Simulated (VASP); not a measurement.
# KIr (CsCl type) (Pm-3m) in VASP: notebook

Runs on KIr (CsCl type). Level: LDA. Tasks: relaxation of cell and atoms, single point.

Everything below comes from runs of VASP 6.6.1. Logs are shortened: lines on timing, memory, paths and dates and some standing lists are left out, and cuts for length are marked.

## 1. The cell of the first run

The structure is cubic, space group Pm-3m (No. 221). Conventional cell: a = 3.446 Å, b = 3.446 Å, c = 3.446 Å, α = 90.00°, β = 90.00°, γ = 90.00°. K (site symmetry m-3m) has 8 Ir at 2.98 Å and 6 K at 3.45 Å within 3.9 Å. Ir (site symmetry m-3m) has 8 K at 2.98 Å and 6 Ir at 3.45 Å within 3.9 Å.

## 2. Relaxation of cell and atoms, LDA

Input file INCAR:

```
PREC = Accurate
ENCUT = 600
EDIFF = 1E-6
ISMEAR = -1
SIGMA = 0.05
LREAL = F
LASPH = T
NELM = 100
ALGO = Normal
ISIF = 3
LWAVE = F
LCHARG = F
IBRION = 2
NSW = 32
EDIFFG = -0.005
```

Input file KPOINTS:

```
regular mesh
0
Gamma
  10 10 10
```

Input file POSCAR:

```
KIr
1.0
    3.4457357822      0.0000000000      0.0000000000
    0.0000000000      3.4457357822      0.0000000000
    0.0000000000      0.0000000000      3.4457357822
K Ir
1 1
Direct
    0.0000000000      0.0000000000      0.0000000000
    0.5000000000      0.5000000000      0.5000000000
```

Potentials or basis: VASP PAW LDA potentials, release 64 (K_sv, Ir).

Launch:

```sh
$ cat potpaw_LDA.64/K_sv/POTCAR potpaw_LDA.64/Ir/POTCAR > POTCAR
$ mpirun -np 1 vasp_std > vasp.out
```

OUTCAR:

```text
PREC = Accurate
   ENCUT = 600
   EDIFF = 1E-6
   ISMEAR = -1
   LREAL = F
   LASPH = T
   NELM = 100
   ISIF = 3
   IBRION = 2
   NSW = 32
   EDIFFG = -0.005

 ion  position               nearest neighbor table
   1  0.000  0.000  0.000-   2 2.98   2 2.98   2 2.98   2 2.98   2 2.98   2 2.98   2 2.98   2 2.98

   2  0.500  0.500  0.500-   1 2.98   1 2.98   1 2.98   1 2.98   1 2.98   1 2.98   1 2.98   1 2.98

  LATTYP: Found a simple cubic cell.
 ALAT       =     3.4457357822

  Lattice vectors:

 A1 = (   3.4457357822,   0.0000000000,   0.0000000000)
 A2 = (   0.0000000000,   3.4457357822,   0.0000000000)
 A3 = (   0.0000000000,   0.0000000000,   3.4457357822)

Analysis of symmetry for initial positions (statically):
=====================================================================
 Subroutine PRICEL returns:
 Original cell was already a primitive cell.

 Routine SETGRP: Setting up the symmetry group for a
 simple cubic supercell.

 Subroutine GETGRP returns: Found 48 space group operations
 (whereof 48 operations were pure point group operations)
 out of a pool of 48 trial point group operations.

The static configuration has the point symmetry O_h .

Analysis of symmetry for dynamics (positions and initial velocities):
=====================================================================
 Subroutine PRICEL returns:
 Original cell was already a primitive cell.

 Routine SETGRP: Setting up the symmetry group for a
 simple cubic supercell.

 Subroutine GETGRP returns: Found 48 space group operations
 (whereof 48 operations were pure point group operations)
 out of a pool of 48 trial point group operations.

The dynamic configuration has the point symmetry O_h .

 Subroutine INISYM returns: Found 48 space group operations
 (whereof 48 operations are pure point group operations),
 and found     1 'primitive' translations

----------------------------------------------------------------------------------------

                                     Primitive cell

  volume of cell :      40.9115

  direct lattice vectors                    reciprocal lattice vectors
     3.445735782  0.000000000  0.000000000     0.290213778  0.000000000  0.000000000
     0.000000000  3.445735782  0.000000000     0.000000000  0.290213778  0.000000000
     0.000000000  0.000000000  3.445735782     0.000000000  0.000000000  0.290213778

  length of vectors
     3.445735782  3.445735782  3.445735782     0.290213778  0.290213778  0.290213778

  position of ions in fractional coordinates (direct lattice)
     0.000000000  0.000000000  0.000000000
     0.500000000  0.500000000  0.500000000

  ion indices of the primitive-cell ions
   primitive index   ion index
                 1           1
                 2           2

----------------------------------------------------------------------------------------

 KPOINTS: regular mesh

Automatic generation of k-mesh.
 Grid dimensions read from file:
 generate k-points for:   10   10   10

 Generating k-lattice:

  Cartesian coordinates                     Fractional coordinates (reciprocal lattice)
     0.029021378  0.000000000  0.000000000     0.100000000  0.000000000  0.000000000
     0.000000000  0.029021378  0.000000000     0.000000000  0.100000000  0.000000000
     0.000000000  0.000000000  0.029021378     0.000000000  0.000000000  0.100000000

  Length of vectors
     0.029021378  0.029021378  0.029021378

  Shift w.r.t. Gamma in fractional coordinates (k-lattice)
     0.000000000  0.000000000  0.000000000

 Subroutine IBZKPT returns following result:
 ===========================================

 Found     56 irreducible k-points:

 Following reciprocal coordinates:
            Coordinates               Weight
  0.000000  0.000000  0.000000      1.000000
  0.100000  0.000000  0.000000      6.000000
  0.200000  0.000000  0.000000      6.000000
  0.300000  0.000000  0.000000      6.000000
  0.400000  0.000000  0.000000      6.000000
  0.500000  0.000000  0.000000      3.000000
[... 16 lines left out ...]
  0.200000  0.100000  0.100000     24.000000
  0.300000  0.100000  0.100000     24.000000
 [... further k-points ...]
   k-points           NKPTS =     56   k-points in BZ     NKDIM =     56   number of bands    NBANDS=     13
   number of dos      NEDOS =    301   number of ions     NIONS =      2
   total plane-waves  NPLWV =  21952
   dimension x,y,z NGX =    28 NGY =   28 NGZ =   28
   dimension x,y,z NGXF=    56 NGYF=   56 NGZF=   56
   ions per type =               1   1
   NGX,Y,Z   is equivalent  to a cutoff of  13.51, 13.51, 13.51 a.u.
   NGXF,Y,Z  is equivalent  to a cutoff of  27.02, 27.02, 27.02 a.u.
 SYSTEM =  unknown system
   PREC   = accura    normal or accurate (medium, high low for compatibility)
   ISTART =      0    job   : 0-new  1-cont  2-samecut
   ICHARG =      2    charge: 1-file 2-atom 10-const
   ISPIN  =      1    spin polarized calculation?
   LNONCOLLINEAR =      F non collinear calculations
   LSORBIT =      F    spin-orbit coupling
   LASPH  =      T    aspherical Exc in radial PAW
   ENCUT  =  600.0 eV  44.10 Ry    6.64 a.u.   6.88  6.88  6.88*2*pi/ulx,y,z
   NELM   =    100;   NELMIN=  2; NELMDL= -5     # of ELM steps
   EDIFF  = 0.1E-05   stopping-criterion for ELM
   LREAL  =      F    real-space projection
   EDIFFG = -.5E-02   stopping-criterion for IOM
   NSW    =     32    number of steps for IOM
   IBRION =      2    ionic relax: 0-MD 1-quasi-New 2-CG
   NFREE  =      1    steps in history (QN), initial steepest desc. (CG)
   ISIF   =      3    stress and relaxation
   ISYM   =      2    0-nonsym 1-usesym 2-fastsym
   POTIM  = 0.5000    time-step for ionic-motion
   TEBEG  =    0.0;   TEEND  =   0.0 temperature during run
   PSTRESS=    0.0 pullay stress
   NELECT =      18.0000    total number of electrons
   NUPDOWN=      -1.0000    fix difference up-down
   EMIN   =  10.00;   EMAX   =-10.00  energy-range for DOS
   EFERMI =   0.00;   METHOD = LEGACY
   ISMEAR =    -1;   SIGMA  =   0.05  broadening in eV -4-tet -1-fermi 0-gaus
   EFERMI_NEDOS =   21; number of points for ismear=-14 and -15
   IALGO  =     38    algorithm
   IMIX   =      4    mixing-type and parameters
     AMIX     =   0.40;   BMIX     =  1.00
     AMIX_MAG =   1.60;   BMIX_MAG =  1.00
  volume/ion in A,a.u.               =      20.46       138.04
  Fermi-wavevector in a.u.,A,eV,Ry     =   1.245137  2.352967 21.094001  1.550365
  Thomas-Fermi vector in A             =   2.379372
   LORBIT       =      0    0 simple, 1 ext, 2 COOP (PROOUT), +10 PAW based schemes
   GGA     = CA    functional components
   LHFCALC =     F    Hartree Fock is set to
   AEXX    =    0.0000 exact exchange contribution
   IVDW    =     0    specifies the selected vdW correction
   LEPSILON=     F    determine dielectric tensor
   LRPA    =     F    only Hartree local field effects (RPA)
 conjugate gradient relaxation of ions
 non-spin polarized calculation
  energy-cutoff  :      600.00
  volume of cell :       40.91
 maximum number of plane-waves:      1406
 NGX is ok and might be reduce to    28
   NGX = 13   NGY = 13   NGZ = 13

--------------------------------------- Ionic step        1  -------------------------------------------

 number of electron      18.0000000 magnetization

 Free energy of the ion-electron system (eV)
  ---------------------------------------------------
  ext. energy  EPLUGINS =         0.00000000
  ---------------------------------------------------
  free energy    TOTEN  =        -7.89099678 eV

  energy without entropy =       -7.86803114  energy(sigma->0) =       -7.87951396

------------------------ aborting loop because EDIFF is reached ----------------------------------------

  FORCE on cell =-STRESS in cart. coord.  units (eV):
  Direction    XX          YY          ZZ          XY          YZ          ZX
  --------------------------------------------------------------------------------------
  -------------------------------------------------------------------------------------
  Total        0.1470665      0.1470665      0.1470665     -0.0000000      0.0000000     -0.0000000
  in kB        5.7594148      5.7594148      5.7594148     -0.0000000      0.0000000     -0.0000000
  external PRESSURE =       5.7594148 kB  Pullay stress =       0.0000000 kB

 VOLUME and BASIS-vectors are now :
 -----------------------------------------------------------------------------
  energy-cutoff  :      600.00
  volume of cell :       40.91
      direct lattice vectors                 reciprocal lattice vectors
     3.445735782  0.000000000  0.000000000     0.290213778  0.000000000  0.000000000
     0.000000000  3.445735782  0.000000000     0.000000000  0.290213778  0.000000000
     0.000000000  0.000000000  3.445735782     0.000000000  0.000000000  0.290213778

 POSITION                                       TOTAL-FORCE (eV/Angst)
 -----------------------------------------------------------------------------------
      0.00000      0.00000      0.00000         0.000000      0.000000      0.000000
      1.72287      1.72287      1.72287         0.000000      0.000000      0.000000
 -----------------------------------------------------------------------------------
    total drift:                                0.000000      0.000000      0.000000

  FREE ENERGIE OF THE ION-ELECTRON SYSTEM (eV)
  ---------------------------------------------------
  free  energy   TOTEN  =        -7.8909967831 eV

  energy  without entropy=       -7.8680311434  energy(sigma->0) =       -7.87951396

--------------------------------------- Ionic step        2  -------------------------------------------

 number of electron      17.9999999 magnetization

 Free energy of the ion-electron system (eV)
  ---------------------------------------------------
  ext. energy  EPLUGINS =         0.00000000
  ---------------------------------------------------
  free energy    TOTEN  =        -7.89176840 eV

  energy without entropy =       -7.86843176  energy(sigma->0) =       -7.88010008

 E-fermi :   2.7924     XC(G=0): -11.0996

 val. band max:        2.7855464072   @ k =   0.1000   0.1000   0.1000
 cond. band min:       2.7973471008   @ k =   0.2000   0.0000   0.0000
 fundamental gap:      0.0118006937
 Fermi energy:         2.7924040079

 k-point     1 :       0.0000    0.0000    0.0000
  band No.  band energies     occupation
      1     -25.5620      2.00000
      2      -9.1157      2.00000
      3      -9.1157      2.00000
      4      -9.1157      2.00000
      5      -1.4235      2.00000
      6       0.5147      2.00000
      7       0.5147      2.00000
      8       2.7344      1.52264
      9       2.7344      1.52263
     10       2.7344      1.52259
     11       9.9253      0.00000
     12       9.9253      0.00000
     13      12.8783      0.00000

 k-point     2 :       0.1000    0.0000    0.0000
  band No.  band energies     occupation
      1     -25.5538      2.00000
      2      -9.2180      2.00000
      3      -9.1134      2.00000
      4      -9.1134      2.00000
      5      -1.2131      2.00000
      6       0.5552      2.00000
      7       0.6405      2.00000
      8       2.7078      1.68925
      9       2.7078      1.68921
     10       2.7516      1.38647
     11       9.7711      0.00000
     12       9.7748      0.00000
     13      12.1290      0.00000
[... 321 lines left out ...]
 k-point    23 :       0.2000    0.1000    0.1000
  band No.  band energies     occupation
      1     -25.5172      2.00000
      2      -9.4564      2.00000
      3      -9.1937      2.00000
      4      -9.1741      2.00000
      5      -0.3182      2.00000
      6       0.8467      2.00000
      7       1.1060      2.00000
      8       2.5336      1.98875
      9       2.5595      1.98122
     10       2.7713      1.20829
     11       8.9197      0.00000
     12       9.4330      0.00000
     13      10.2367      0.00000

 k-point    24 :       0.3000    0.1000    0.1000
  band No.  band energies     occupation
      1     -25.4915      2.00000
      2      -9.7242      2.00000
      3      -9.1702      2.00000
      4      -9.1656      2.00000
      5       0.3445      2.00000
      6       0.9634      2.00000
      7       1.6482      2.00000
      8       2.4725      1.99667
      9       2.4802      1.99612
     10       2.7436      1.45247
     11       7.4489      0.00000
     12       9.1734      0.00000
     13      10.1674      0.00000

 [... further k-points ...]
[... 5 lines left out ...]
  --------------------------------------------------------------------------------------
  -------------------------------------------------------------------------------------
  Total       -0.0049537     -0.0049537     -0.0049537      0.0000000      0.0000000     -0.0000000
  in kB       -0.1919457     -0.1919457     -0.1919457      0.0000000      0.0000000     -0.0000000
  external PRESSURE =      -0.1919457 kB  Pullay stress =       0.0000000 kB

 VOLUME and BASIS-vectors are now :
 -----------------------------------------------------------------------------
  energy-cutoff  :      600.00
  volume of cell :       41.35
      direct lattice vectors                 reciprocal lattice vectors
     3.457959318 -0.000000000 -0.000000000     0.289187902  0.000000000 -0.000000000
    -0.000000000  3.457959318 -0.000000000     0.000000000  0.289187902 -0.000000000
     0.000000000  0.000000000  3.457959318     0.000000000  0.000000000  0.289187902

 POSITION                                       TOTAL-FORCE (eV/Angst)
 -----------------------------------------------------------------------------------
      0.00000      0.00000      0.00000         0.000000      0.000000      0.000000
      1.72898      1.72898      1.72898        -0.000000      0.000000      0.000000
 -----------------------------------------------------------------------------------
    total drift:                                0.000000      0.000000      0.000000

  FREE ENERGIE OF THE ION-ELECTRON SYSTEM (eV)
  ---------------------------------------------------
  free  energy   TOTEN  =        -7.8917683967 eV

  energy  without entropy=       -7.8684317626  energy(sigma->0) =       -7.88010008

 reached required accuracy - stopping structural energy minimisation
```

It took 31 s on 1 thread of Intel Xeon 6975P-C, shared host; peak memory 0.18 GiB.

What came out:

```
Free energy                           : -7.8918 eV
Relaxed volume                        : 20.67 Å³/atom
Relaxed cell                          : a = 3.458 Å, b = 3.458 Å, c = 3.458 Å, α = 90.00°, β = 90.00°, γ = 90.00°
Space group after relaxing (to 0.1 Å) : Pm-3m (No. 221)
Energy gained by relaxing             : 0.4 meV/atom
Ionic steps                           : 2
Pressure after relaxing               : 0.0 GPa
Band gap on the k mesh                : zero (bands 9 and 10 overlap by 1.30 eV)
```

The path:
| step | energy change (eV) | largest force (eV/Å) | pressure (GPa) | volume (Å³) |
| --- | --- | --- | --- | --- |
| 1 | 0.0000 | 0.0000 | 0.58 | 40.91 |
| 2 | -0.0008 | 0.0000 | -0.02 | 41.35 |

Final structure:
```cif
data_structure
_symmetry_space_group_name_H-M 'P 1'
_symmetry_Int_Tables_number 1
_cell_length_a 3.4580
_cell_length_b 3.4580
_cell_length_c 3.4580
_cell_angle_alpha 90.000
_cell_angle_beta 90.000
_cell_angle_gamma 90.000
_cell_volume 41.35
loop_
_atom_site_label
_atom_site_type_symbol
_atom_site_fract_x
_atom_site_fract_y
_atom_site_fract_z
_atom_site_occupancy
K1 K 0.00000 0.00000 0.00000 1
Ir1 Ir 0.50000 0.50000 0.50000 1
```

Caveat: spin-orbit coupling is left out, which moves the levels of the heavy elements.

## 3. Relaxation of cell and atoms, LDA

Input file INCAR:

```
SYSTEM = KIr
PREC = Accurate
ENCUT = 600
EDIFF = 1E-6
ISMEAR = -1
SIGMA = 0.05
LREAL = .False.
LASPH = .True.
NELM = 80
ALGO = Normal
ISIF = 3
LWAVE = .False.
LCHARG = .False.
GGA = CA
IBRION = 2
NSW = 40
EDIFFG = -0.005
```

Input file KPOINTS:

```
Automatic mesh
0
Gamma
  10 10 10
  0 0 0
```

POSCAR is that of step 2.

Potentials or basis: VASP PAW LDA potentials, release 64 (K_sv, Ir).

Launch:

```sh
$ cat potpaw_LDA.64/K_sv/POTCAR potpaw_LDA.64/Ir/POTCAR > POTCAR
$ mpirun -np 1 vasp_std > vasp.out
```

It took 32 s on 1 thread of Intel Xeon 6975P-C, shared host; peak memory 0.19 GiB.

It converged, with:

| Item | Value |
| --- | --- |
| Free energy | -7.8918 eV |
| Relaxed volume | 20.67 Å³/atom |
| Relaxed cell | a = 3.458 Å, b = 3.458 Å, c = 3.458 Å, α = 90.00°, β = 90.00°, γ = 90.00° |
| Space group after relaxing (to 0.1 Å) | Pm-3m (No. 221) |
| Energy gained by relaxing | 0.4 meV/atom |
| Ionic steps | 2 |
| Pressure after relaxing | 0.0 GPa |
| Band gap on the k mesh | zero (bands 9 and 10 overlap by 1.30 eV) |

Step by step:
```
step  energy change (eV)  largest force (eV/Å)  pressure (GPa)  volume (Å³)
   1              0.0000                0.0000            0.58        40.91
   2             -0.0008                0.0000           -0.02        41.35
```

Final structure:
```yaml
crystal:
  lattice:
    - [3.45796, 0.00000, 0.00000]
    - [0.00000, 3.45796, 0.00000]
    - [0.00000, 0.00000, 3.45796]
  atoms:
    - { symbol: K, position: [0.00000, 0.00000, 0.00000] }
    - { symbol: Ir, position: [0.50000, 0.50000, 0.50000] }
```

Levels at points of the mesh, in eV from the Fermi level:
```csv
k point,band 6,band 7,band 8,band 9,band 10,band 11,band 12,band 13
"(0.00, 0.00, 0.00)",-2.28,-2.28,-0.06,-0.06,-0.06,7.13,7.13,10.09
"(0.50, 0.00, 0.00)",-1.81,-0.31,-0.31,0.13,0.82,1.41,5.62,6.88
"(0.50, 0.50, 0.00)",-1.77,-0.84,-0.84,0.65,1.70,4.12,4.12,7.74
"(0.50, 0.50, 0.50)",-0.76,-0.76,0.70,0.70,2.47,2.47,2.47,4.10
```

Caveat: spin-orbit coupling is left out, which moves the levels of the heavy elements.

(Continued in part 2 of 2.)
